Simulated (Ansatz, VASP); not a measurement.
Two plane-wave programs on ZrTaN

```xyz
6
Lattice="3.3403 0.0000 0.0000 0.0000 3.3403 0.0000 0.0000 0.0000 7.8515" Properties=species:S:1:pos:R:3 pbc="T T T"
Zr    0.0000    1.6701    5.0326
Zr    1.6701    0.0000    2.8188
Ta    1.6701    0.0000    7.1471
Ta    0.0000    1.6701    0.7044
N     0.0000    1.6701    2.8119
N     1.6701    0.0000    5.0396
```

Change from the starting cell: species swapped into the TaMoN type (P4/nmm, No. 129).

Alike in both runs: functional PBE; k mesh 12 × 12 × 6; occupations gaussian, width 0.1 eV; no spin polarisation.

Ansatz relaxed the structure, and its values are those at the end. VASP's run is a single point on that final structure, the one shown.

|  | VASP | Ansatz |
| --- | --- | --- |
| version | VASP 6.6.1 | Ansatz 0.2.0 |
| potentials or method | VASP PAW PBE potentials, release 64 (Zr_sv, Ta_pv, N), cutoff 520 eV | scalar-relativistic, plane waves, PAW |
| valence electrons in the cell | 56 | 60 |

VASP gave:

* gap on the k mesh at the Fermi level (eV): none
* pressure (GPa): 0.2
* rms of the force components (eV/Å): 0.014

Question: Estimate Ansatz's values.

Answer: gap on the k mesh at the Fermi level (eV): none; pressure (GPa): 0.0; rms of the force components (eV/Å): 0.000.

A gap of «none» marks a metal or a gap that the smearing closes. VASP's potentials hold 56 valence electrons a cell and Ansatz's 60, so a difference there can come from the potentials and not from the codes.

Spin-orbit coupling is off throughout.
